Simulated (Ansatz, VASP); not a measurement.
## One calculation of C, two programs

INCAR

```
PREC = Accurate
ENCUT = 520
EDIFF = 1E-6
ISMEAR = 0
SIGMA = 0.05
LREAL = F
LASPH = T
NELM = 60
ALGO = Normal
ISIF = 2
LWAVE = F
LCHARG = F
GGA = PS
IVDW = 12
NBANDS = 11
```

File KPOINTS:

```
Automatic mesh
0
Gamma
  15 15 15
```

The input POSCAR:

```
C
1.0
    1.2290461105      0.7095901028      3.2829684898
   -1.2290461105      0.7095901028      3.2829684898
    0.0000000000     -1.4191802055      3.2829684898
C
2
Direct
    0.1633649844      0.1633649844      0.1633649844
    0.8366350156      0.8366350156      0.8366350156
```

Input for Ansatz:

```yaml
crystal:
  lattice:
    - [1.2290461105, 0.7095901028, 3.2829684898]
    - [-1.2290461105, 0.7095901028, 3.2829684898]
    - [0.0, -1.4191802055, 3.2829684898]
  atoms:
    - { symbol: C, position: [0.1633649844, 0.1633649844, 0.1633649844] }
    - { symbol: C, position: [0.8366350156, 0.8366350156, 0.8366350156] }
basis:
  ecutwfc: 520.0
kpoints:
  mp_grid: { grid: [15, 15, 15] }
hamiltonian:
  xc: pbesol
  pseudopotentials: { kind: paw, azcp: { folder: soft_1 } }
  dispersion: d3bj
scf:
  occupations: { method: gaussian, width: 0.05 }
output:
  forces: true
  stress: true
  eigenvalues: true
```

Change from the starting cell: mode 4 frozen in at -0.032 Å and mode 6 at +0.000 Å (largest displacements).

Alike in both runs: task single point; functional PBEsol; dispersion D3(BJ); k mesh 15 × 15 × 15; occupations gaussian, width 0.05 eV; no spin polarisation.

|  | VASP | Ansatz |
| --- | --- | --- |
| version | VASP 6.6.1 | Ansatz 0.2.0 |
| potentials or method | VASP PAW PBE potentials, release 64 (C), cutoff 520 eV | scalar-relativistic, plane waves, PAW |
| valence electrons in the cell | 8 | 8 |

|  | VASP | Ansatz | Ansatz less VASP |
| --- | --- | --- | --- |
| gap on the k mesh at the Fermi level (eV) | 0.88 | 0.88 | -0.001 |
| least direct gap on the mesh (eV) | 0.88 | 0.88 | -0.001 |
| pressure (GPa) | 0.5 | -0.3 | -0.75 |
| traceless stress, the component that is largest in VASP (GPa) | -1.39 | -0.56 | +0.827 |
| rms of the force components (eV/Å) | 0.603 | 0.607 | +0.0037 |

VASP's potentials were made for PBE, not for PBEsol, and Ansatz warns of the same on its side. Atom by atom the forces differ by 0.004 eV/Å (rms over components).
